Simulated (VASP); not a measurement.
A run of VASP 6.6.1:

The input INCAR:

```
SYSTEM = Ag
PREC = Accurate
ENCUT = 520
EDIFF = 1E-7
ISMEAR = 0
SIGMA = 0.1
LREAL = .FALSE.
LASPH = .TRUE.
NELM = 100
ALGO = Normal
ISIF = 2
LWAVE = .FALSE.
LCHARG = .FALSE.
GGA = PE
NBANDS = 24
```

The input KPOINTS:

```
regular mesh
0
G
  6 6 6
  0 0 0
```

File POSCAR:

```
Ag
1.0
    1.4730471633      0.8504641762      7.2046500000
   -1.4730471633      0.8504641762      7.2046500000
    0.0000000000     -1.7009283525      7.2046500000
Ag
3
Direct
    0.0000000000      0.0000000000      0.0000000000
    0.7777190000      0.7777190000      0.7777190000
    0.2222810000      0.2222810000      0.2222810000
```

Potentials or basis: VASP PAW PBE potentials, release 64 (Ag).

Command:

```sh
$ cat potpaw_PBE.64/Ag/POTCAR > POTCAR
$ mpirun -np 1 vasp_std > vasp.out
```

Hardware: 1 thread of Intel(R) Xeon(R) Platinum 8488C (Sapphire Rapids), with other jobs on the host.

Problem. How long does it take, and how much memory?

Solution. Wall time 3.6 min on 1 thread of Intel(R) Xeon(R) Platinum 8488C (Sapphire Rapids), with other jobs on the host, peak memory 0.38 GiB. Counts: scf iterations 14, k points 32.
